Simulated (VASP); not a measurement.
Input of a VASP 6.6.1 run:

The input INCAR:

```
PREC = Accurate ; ENCUT = 520
EDIFF = 1E-6 ; ISMEAR = 0
SIGMA = 0.1 ; LREAL = F
LASPH = T ; NELM = 100
ALGO = Normal ; ISIF = 2
LWAVE = F ; LCHARG = F
GGA = PE ; NBANDS = 12
```

File KPOINTS:

```
regular mesh
0
Gamma
  6 6 6
```

The input POSCAR:

```
Cu
1.0
   -1.4773374454      1.4773374454      1.3796132045
    1.4773374454     -1.4773374454      1.3796132045
    1.4773374454      1.4773374454     -1.3796132045
Cu
1
Direct
    0.0000000000      0.0000000000      0.0000000000
```

Potentials or basis: VASP PAW PBE potentials, release 64 (Cu).

The run is started by

```console
$ cat potpaw_PBE.64/Cu/POTCAR > POTCAR
$ mpirun -np 1 vasp_std > vasp.out
```

(1) What does it give for the pressure?

(2) Predict the band gap on the k mesh.

## Answers

(1) 0.5 GPa.

(2) zero (an odd number of electrons rules out a gap without spin polarisation).

Caveat: the k points lie up to 0.52 Å⁻¹ apart, too coarse for converged energies and pressures of a metal.
